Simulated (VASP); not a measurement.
A run of VASP 6.6.1 is set up as follows.

Contents of INCAR:

```
SYSTEM = La2O3
PREC = Accurate ; ENCUT = 520
EDIFF = 1E-6 ; ISMEAR = -1
SIGMA = 0.05 ; LREAL = .FALSE.
LASPH = .TRUE. ; NELM = 80
ALGO = Normal ; ISIF = 2
LWAVE = .FALSE. ; LCHARG = .FALSE.
GGA = PS ; NBANDS = 28
```

KPOINTS

```
regular mesh
0
G
  5 5 8
  0 0 0
```

The input POSCAR:

```
La2O3
1.0
    6.3030976532      0.0000000000      0.0000000000
   -3.1515488266      5.4586426903      0.0000000000
    0.0000000000      0.0000000000      3.2519456385
La O
2 3
Direct
    0.6666666667      0.3333333333      0.5000036002
    0.3333333333      0.6666666667      0.4999963998
    0.5000004672      0.0000000000      0.0000000000
    0.0000000000      0.5000004672      0.0000000000
    0.4999995328      0.4999995328      0.0000000000
```

Potentials or basis: VASP PAW PBE potentials, release 64 (La, O).

Run with:

```bash
$ cat potpaw_PBE.64/La/POTCAR potpaw_PBE.64/O/POTCAR > POTCAR
$ mpirun -np 1 vasp_std > vasp.out
```

Task: Estimate the band gap on the k mesh.

Result: 1.39 eV (least direct gap 1.93 eV).

Task: Estimate the pressure.

Result: -0.2 GPa.

Caveat: the PAW data sets were made with another functional, which shifts forces and pressure a little; spin-orbit coupling is left out, which moves the levels of the heavy elements; an odd mesh through Γ misses points on the zone boundary, where band edges can lie.
